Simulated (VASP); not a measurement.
# SnC3 (P-4m2) in VASP: further runs

SnC3 is run at these levels: PBE; tasks: single point.

All numbers are computed with VASP 6.6.1; they aren't measurements. Logs are shortened: lines on timing, memory, paths and dates and some standing lists are left out, and cuts for length are marked.

## 1. The cell of the first run

The structure is tetragonal, space group P-4m2 (No. 115). Conventional cell: a = 3.043 Å, b = 3.043 Å, c = 4.763 Å, α = 90.00°, β = 90.00°, γ = 90.00°. C (site symmetry 2mm) has 2 C at 1.74 Å and 2 Sn at 2.16 Å within 2.3 Å. C (site symmetry -4m2) has 4 C at 1.74 Å within 2.3 Å. Within 2.9 Å of Sn (site symmetry -4m2) lie 4 C at 2.16 Å.

## 2. Single point, PBE (volume changed by +6%)

Input file INCAR:

```
SYSTEM = SnC3
ALGO = Normal
EDIFF = 1E-7
ENCUT = 520
GGA = PE
ISIF = 2
ISMEAR = 0
LASPH = .TRUE.
LCHARG = .TRUE.
LELF = .TRUE.
LREAL = .FALSE.
LVHAR = .TRUE.
LWAVE = .FALSE.
NBANDS = 21
NELM = 60
PREC = Accurate
SIGMA = 0.01
```

Input file KPOINTS:

```
k-points
0
G
  8 8 4
  0 0 0
```

Input file POSCAR:

```
SnC3
1.0
    3.0431120943      0.0000000000      0.0000000000
    0.0000000000      3.0431120943      0.0000000000
    0.0000000000      0.0000000000      4.7630543585
C Sn
3 1
Direct
    0.5000000000      0.0000000000      0.8227196820
    0.5000000000      0.5000000000      0.0000000000
    0.0000000000      0.5000000000      0.1772803180
    0.0000000000      0.0000000000      0.5000000000
```

Potentials or basis: VASP PAW PBE potentials, release 64 (C, Sn_d).

On the command line:

```
cat potpaw_PBE.64/C/POTCAR potpaw_PBE.64/Sn_d/POTCAR > POTCAR
mpirun -np 1 vasp_std > vasp.out
```

OUTCAR:

```text
SYSTEM = SnC3
   EDIFF = 1E-7
   ENCUT = 520
   GGA = PE
   ISIF = 2
   ISMEAR = 0
   LASPH = .TRUE.
   LREAL = .FALSE.
   NELM = 60
   PREC = Accurate

 ion  position               nearest neighbor table
   1  0.500  0.000  0.823-   2 1.74   2 1.74   4 2.16   4 2.16
   2  0.500  0.500  0.000-   1 1.74   3 1.74   1 1.74   3 1.74
   3  0.000  0.500  0.177-   2 1.74   2 1.74   4 2.16   4 2.16
   4  0.000  0.000  0.500-   1 2.16   3 2.16   3 2.16   1 2.16

  LATTYP: Found a simple tetragonal cell.
 ALAT       =     3.0431120943
 C/A-ratio  =     1.5651918861

  Lattice vectors:

 A1 = (   3.0431120943,   0.0000000000,   0.0000000000)
 A2 = (   0.0000000000,   3.0431120943,   0.0000000000)
 A3 = (   0.0000000000,   0.0000000000,   4.7630543585)

Analysis of symmetry for initial positions (statically):
=====================================================================
 Subroutine PRICEL returns:
 Original cell was already a primitive cell.

 Routine SETGRP: Setting up the symmetry group for a
 simple tetragonal supercell.

 Subroutine GETGRP returns: Found  8 space group operations
 (whereof  8 operations were pure point group operations)
 out of a pool of 16 trial point group operations.

The static configuration has the point symmetry D_2d.

Analysis of symmetry for dynamics (positions and initial velocities):
=====================================================================
 Subroutine PRICEL returns:
 Original cell was already a primitive cell.

 Routine SETGRP: Setting up the symmetry group for a
 simple tetragonal supercell.

 Subroutine GETGRP returns: Found  8 space group operations
 (whereof  8 operations were pure point group operations)
 out of a pool of 16 trial point group operations.

The dynamic configuration has the point symmetry D_2d.

 Subroutine INISYM returns: Found  8 space group operations
 (whereof  8 operations are pure point group operations),
 and found     1 'primitive' translations

----------------------------------------------------------------------------------------

                                     Primitive cell

  volume of cell :      44.1084

  direct lattice vectors                    reciprocal lattice vectors
     3.043112094  0.000000000  0.000000000     0.328610964  0.000000000  0.000000000
     0.000000000  3.043112094  0.000000000     0.000000000  0.328610964  0.000000000
     0.000000000  0.000000000  4.763054358     0.000000000  0.000000000  0.209949315

  length of vectors
     3.043112094  3.043112094  4.763054358     0.328610964  0.328610964  0.209949315

  position of ions in fractional coordinates (direct lattice)
     0.500000000  0.000000000  0.822719682
     0.500000000  0.500000000  0.000000000
     0.000000000  0.500000000  0.177280318
     0.000000000  0.000000000  0.500000000

  ion indices of the primitive-cell ions
   primitive index   ion index
                 1           1
                 2           2
                 3           3
                 4           4

----------------------------------------------------------------------------------------

 KPOINTS: k-points

Automatic generation of k-mesh.
 Grid dimensions read from file:
 generate k-points for:    8    8    4

 Generating k-lattice:

  Cartesian coordinates                     Fractional coordinates (reciprocal lattice)
     0.041076371  0.000000000  0.000000000     0.125000000  0.000000000  0.000000000
     0.000000000  0.041076371  0.000000000     0.000000000  0.125000000  0.000000000
     0.000000000  0.000000000  0.052487329     0.000000000  0.000000000  0.250000000

  Length of vectors
     0.041076371  0.041076371  0.052487329

  Shift w.r.t. Gamma in fractional coordinates (k-lattice)
     0.000000000  0.000000000  0.000000000

 Subroutine IBZKPT returns following result:
 ===========================================

 Found     45 irreducible k-points:

 Following reciprocal coordinates:
            Coordinates               Weight
  0.000000  0.000000  0.000000      1.000000
  0.125000  0.000000  0.000000      4.000000
  0.250000  0.000000  0.000000      4.000000
  0.375000  0.000000  0.000000      4.000000
  0.500000  0.000000  0.000000      2.000000
  0.125000  0.125000  0.000000      4.000000
[... 16 lines left out ...]
  0.375000  0.125000  0.250000     16.000000
  0.500000  0.125000  0.250000      8.000000
 [... further k-points ...]
   k-points           NKPTS =     45   k-points in BZ     NKDIM =     45   number of bands    NBANDS=     21
   number of dos      NEDOS =    301   number of ions     NIONS =      4
   total plane-waves  NPLWV =  20736
   dimension x,y,z NGX =    24 NGY =   24 NGZ =   36
   dimension x,y,z NGXF=    48 NGYF=   48 NGZF=   72
   ions per type =               3   1
   NGX,Y,Z   is equivalent  to a cutoff of  13.11, 13.11, 12.57 a.u.
   NGXF,Y,Z  is equivalent  to a cutoff of  26.22, 26.22, 25.13 a.u.
 SYSTEM =  SnC3
   PREC   = accura    normal or accurate (medium, high low for compatibility)
   ISTART =      0    job   : 0-new  1-cont  2-samecut
   ICHARG =      2    charge: 1-file 2-atom 10-const
   ISPIN  =      1    spin polarized calculation?
   LNONCOLLINEAR =      F non collinear calculations
   LSORBIT =      F    spin-orbit coupling
   LASPH  =      T    aspherical Exc in radial PAW
   ENCUT  =  520.0 eV  38.22 Ry    6.18 a.u.   5.66  5.66  8.86*2*pi/ulx,y,z
   NELM   =     60;   NELMIN=  2; NELMDL= -5     # of ELM steps
   EDIFF  = 0.1E-06   stopping-criterion for ELM
   LREAL  =      F    real-space projection
   EDIFFG = 0.1E-05   stopping-criterion for IOM
   NSW    =      0    number of steps for IOM
   IBRION =     -1    ionic relax: 0-MD 1-quasi-New 2-CG
   NFREE  =      0    steps in history (QN), initial steepest desc. (CG)
   ISIF   =      2    stress and relaxation
   ISYM   =      2    0-nonsym 1-usesym 2-fastsym
   POTIM  = 0.5000    time-step for ionic-motion
   TEBEG  =    0.0;   TEEND  =   0.0 temperature during run
   PSTRESS=    0.0 pullay stress
   NELECT =      26.0000    total number of electrons
   NUPDOWN=      -1.0000    fix difference up-down
   EMIN   =  10.00;   EMAX   =-10.00  energy-range for DOS
   EFERMI =   0.00;   METHOD = LEGACY
   ISMEAR =     0;   SIGMA  =   0.01  broadening in eV -4-tet -1-fermi 0-gaus
   EFERMI_NEDOS =   21; number of points for ismear=-14 and -15
   IALGO  =     38    algorithm
   IMIX   =      4    mixing-type and parameters
     AMIX     =   0.40;   BMIX     =  1.00
     AMIX_MAG =   1.60;   BMIX_MAG =  1.00
  volume/ion in A,a.u.               =      11.03        74.41
  Fermi-wavevector in a.u.,A,eV,Ry     =   1.372647  2.593926 25.635543  1.884159
  Thomas-Fermi vector in A             =   2.498235
   LORBIT       =      0    0 simple, 1 ext, 2 COOP (PROOUT), +10 PAW based schemes
   GGA     = PE    functional components
   LHFCALC =     F    Hartree Fock is set to
   AEXX    =    0.0000 exact exchange contribution
   IVDW    =     0    specifies the selected vdW correction
   LEPSILON=     F    determine dielectric tensor
   LRPA    =     F    only Hartree local field effects (RPA)
 non-spin polarized calculation
 Gauss-broadening in eV      SIGMA  =   0.01
  energy-cutoff  :      520.00
  volume of cell :       44.11
 maximum number of plane-waves:      1208
 NGX is ok and might be reduce to    24
   NGX = 11   NGY = 11   NGZ = 17

 number of electron      26.0000008 magnetization

 Free energy of the ion-electron system (eV)
  ---------------------------------------------------
  ext. energy  EPLUGINS =         0.00000000
  ---------------------------------------------------
  free energy    TOTEN  =       -25.23444552 eV

  energy without entropy =      -25.23436270  energy(sigma->0) =      -25.23440411

 E-fermi :   9.4982     XC(G=0): -11.6022

 val. band max:        9.4956872876   @ k =   0.0000   0.0000   0.0000
 cond. band min:       9.5006826761   @ k =   0.5000   0.0000   0.5000
 fundamental gap:      0.0049953885
 Fermi energy:         9.4981849818

 k-point     1 :       0.0000    0.0000    0.0000
  band No.  band energies     occupation
      1     -13.1632      2.00000
      2     -12.6576      2.00000
      3     -12.6339      2.00000
      4     -12.5783      2.00000
      5     -12.5783      2.00000
      6      -8.1042      2.00000
[... 13 lines left out ...]
     20      19.8477      0.00000
     21      19.8502      0.00000

 k-point     2 :       0.1250    0.0000    0.0000
  band No.  band energies     occupation
      1     -13.1231      2.00000
      2     -12.6517      2.00000
      3     -12.6390      2.00000
      4     -12.6130      2.00000
      5     -12.5758      2.00000
      6      -7.9043      2.00000
[... 13 lines left out ...]
     20      19.2231      0.00000
     21      19.6267      0.00000

 k-point     3 :       0.2500    0.0000    0.0000
  band No.  band energies     occupation
      1     -13.0355      2.00000
      2     -12.6971      2.00000
      3     -12.6943      2.00000
      4     -12.5824      2.00000
      5     -12.5700      2.00000
      6      -7.3207      2.00000
[... 13 lines left out ...]
     20      18.8741      0.00000
     21      19.2508      0.00000

 k-point     4 :       0.3750    0.0000    0.0000
  band No.  band energies     occupation
      1     -12.9615      2.00000
      2     -12.7800      2.00000
      3     -12.7365      2.00000
      4     -12.5641      2.00000
      5     -12.5108      2.00000
      6      -6.4360      2.00000
[... 13 lines left out ...]
     20      18.6652      0.00000
     21      19.1307      0.00000

 k-point     5 :       0.5000    0.0000    0.0000
  band No.  band energies     occupation
      1     -12.9332      2.00000
      2     -12.8161      2.00000
      3     -12.7538      2.00000
      4     -12.5617      2.00000
      5     -12.4765      2.00000
      6      -5.7632      2.00000
[... 13 lines left out ...]
     20      18.3674      0.00000
     21      19.1714      0.00000
[... 382 lines left out ...]
     20      18.3047      0.00000
     21      19.0950      0.00000

 k-point    22 :       0.2500    0.1250    0.2500
  band No.  band energies     occupation
      1     -12.9860      2.00000
      2     -12.7163      2.00000
      3     -12.6973      2.00000
      4     -12.6047      2.00000
      5     -12.5659      2.00000
      6      -6.8910      2.00000
[... 13 lines left out ...]
     20      17.9623      0.00000
     21      19.3876      0.00000

 k-point    23 :       0.3750    0.1250    0.2500
  band No.  band energies     occupation
      1     -12.9060      2.00000
      2     -12.7809      2.00000
      3     -12.7608      2.00000
      4     -12.5972      2.00000
      5     -12.4992      2.00000
      6      -6.0426      2.00000
[... 13 lines left out ...]
     20      17.8393      0.00000
     21      19.5464      0.00000

 k-point    24 :       0.5000    0.1250    0.2500
  band No.  band energies     occupation
      1     -12.8739      2.00000
      2     -12.8192      2.00000
      3     -12.7793      2.00000
      4     -12.5941      2.00000
      5     -12.4659      2.00000
      6      -5.4264      2.00000
[... 13 lines left out ...]
     20      17.6504      0.00000
     21      19.6347      0.00000

 [... further k-points ...]
[... 5 lines left out ...]
  --------------------------------------------------------------------------------------
  -------------------------------------------------------------------------------------
  Total       -2.6930994     -2.6930994     -3.2445469      0.0000000      0.0000000      0.0000000
  in kB      -97.8231245    -97.8231245   -117.8536926      0.0000000      0.0000000      0.0000000
  external PRESSURE =    -104.4999805 kB  Pullay stress =       0.0000000 kB

 VOLUME and BASIS-vectors are now :
 -----------------------------------------------------------------------------
  energy-cutoff  :      520.00
  volume of cell :       44.11
      direct lattice vectors                 reciprocal lattice vectors
     3.043112094  0.000000000  0.000000000     0.328610964  0.000000000  0.000000000
     0.000000000  3.043112094  0.000000000     0.000000000  0.328610964  0.000000000
     0.000000000  0.000000000  4.763054358     0.000000000  0.000000000  0.209949315

 POSITION                                       TOTAL-FORCE (eV/Angst)
 -----------------------------------------------------------------------------------
      1.52156      0.00000      3.91866         0.000000      0.000000     -0.256854
      1.52156      1.52156      0.00000         0.000000     -0.000000      0.000000
      0.00000      1.52156      0.84440         0.000000      0.000000      0.256854
      0.00000      0.00000      2.38153        -0.000000      0.000000      0.000000
 -----------------------------------------------------------------------------------
    total drift:                                0.000000     -0.000000      0.000000

  FREE ENERGIE OF THE ION-ELECTRON SYSTEM (eV)
  ---------------------------------------------------
  free  energy   TOTEN  =       -25.2344455208 eV

  energy  without entropy=      -25.2343626977  energy(sigma->0) =      -25.23440411
```

Wall time 12 s (1 thread of Intel Xeon 6975P-C (Granite Rapids), shared host); peak memory 0.17 GiB.

Results:

| Quantity | Value |
| --- | --- |
| Free energy | -25.2344 eV |
| Pressure | -10.4 GPa |
| Largest force | 0.257 eV/Å |

Forces on the atoms (eV/Å):
```
C    0.000  0.000 -0.257
C    0.000  0.000  0.000
C    0.000  0.000  0.257
Sn   0.000  0.000  0.000
```

Stress tensor (GPa, compression positive):
```
 -9.78   0.00   0.00
  0.00  -9.78   0.00
  0.00   0.00 -11.79
```

Levels at points of the mesh, in eV from the Fermi level:
```
           k point  band 11  band 12  band 13  band 14  band 15  band 16
(0.00, 0.00, 0.00)    -1.61     0.00     0.00     0.49     0.51     2.50
(0.50, 0.00, 0.00)    -6.06    -4.99    -0.65     1.59     2.90     3.73
(0.50, 0.50, 0.00)    -5.25    -5.25    -3.38     0.61     0.61     1.86
(0.00, 0.00, 0.50)    -5.65    -1.02    -1.02     0.47     1.66     3.69
(0.50, 0.00, 0.50)    -3.29    -2.74    -0.50     0.00     1.84     2.62
(0.50, 0.50, 0.50)    -6.26    -6.26    -5.75     3.34     3.34     4.76
```

Caveat: the cell differs from its parent crystal (volume changed by +6%); spin-orbit coupling is left out, which moves the levels of the heavy elements.

## 3. Single point, PBE

This run uses another cell than the first one, of 10.30 Å³/atom, 0.934 times its volume.

Input file INCAR:

```
SYSTEM = SnC3
PREC     = Accurate       ! precision mode
ENCUT    = 520            ! plane-wave cutoff, eV
EDIFF    = 1E-6           ! SCF threshold, eV
ISMEAR   = 0              ! smearing method
SIGMA    = 0.01           ! smearing width, eV
LREAL    = .False.        ! projectors in reciprocal space
LASPH    = .True.         ! aspherical terms in the spheres
NELM     = 60             ! most SCF steps
ALGO     = Normal         ! electronic algorithm
ISIF     = 2              ! what is computed and relaxed
LWAVE    = .False.        ! write WAVECAR
LCHARG   = .False.        ! write CHGCAR
GGA      = PE             ! functional
NBANDS   = 21             ! bands
```

Input file KPOINTS:

```
Automatic mesh
0
Gamma
  8 8 6
  0 0 0
```

Input file POSCAR:

```
SnC3
1.0
    2.9788882465      0.0000000000      0.0000000000
    0.0000000000      2.9788882465      0.0000000000
    0.0000000000      0.0000000000      4.6435166732
C Sn
3 1
Direct
    0.5000000000      0.0000000000      0.8203632745
    0.5000000000      0.5000000000      0.0000000000
    0.0000000000      0.5000000000      0.1796367255
    0.0000000000      0.0000000000      0.5000000000
```

Potentials or basis: VASP PAW PBE potentials, release 64 (C, Sn_d).

On the command line:

```
cat potpaw_PBE.64/C/POTCAR potpaw_PBE.64/Sn_d/POTCAR > POTCAR
mpirun -np 1 vasp_std > vasp.out
```

It took 15 s on 1 thread of Intel Xeon 6975P-C (Granite Rapids), shared host; peak memory 0.18 GiB.

It converged, with:

```
Free energy            : -25.3122 eV
Pressure               : 2.7 GPa
Largest force          : 0.335 eV/Å
Band gap on the k mesh : 0.34 eV, indirect (least direct gap 0.61 eV)
```

Forces on the atoms (eV/Å):
```
C    0.000  0.000  0.335
C    0.000  0.000  0.000
C    0.000  0.000 -0.335
Sn   0.000  0.000  0.000
```

Stress tensor (GPa, compression positive):
```
2.38 0.00 0.00
0.00 2.38 0.00
0.00 0.00 3.20
```

Levels at points of the mesh, in eV from the valence-band top:
```tsv
k point	band 10	band 11	band 12	band 13	band 14	band 15	band 16	band 17
(0.00, 0.00, 0.00)	-6.23	-1.59	0.00	0.00	0.61	0.98	2.73	4.80
(0.50, 0.00, 0.00)	-6.81	-6.46	-5.18	-0.72	1.93	3.18	4.10	6.11
(0.50, 0.50, 0.00)	-6.72	-5.54	-5.54	-3.62	0.68	0.68	2.07	2.34
(0.00, 0.00, 0.50)	-5.92	-5.59	-1.16	-1.16	0.57	1.87	4.05	4.96
(0.50, 0.00, 0.50)	-5.18	-3.44	-2.85	-0.54	0.34	2.36	2.84	5.86
(0.50, 0.50, 0.50)	-6.67	-6.67	-6.62	-6.16	3.67	3.67	4.86	5.93
```

Caveat: spin-orbit coupling is left out, which moves the levels of the heavy elements. A k mesh can miss the band edges.
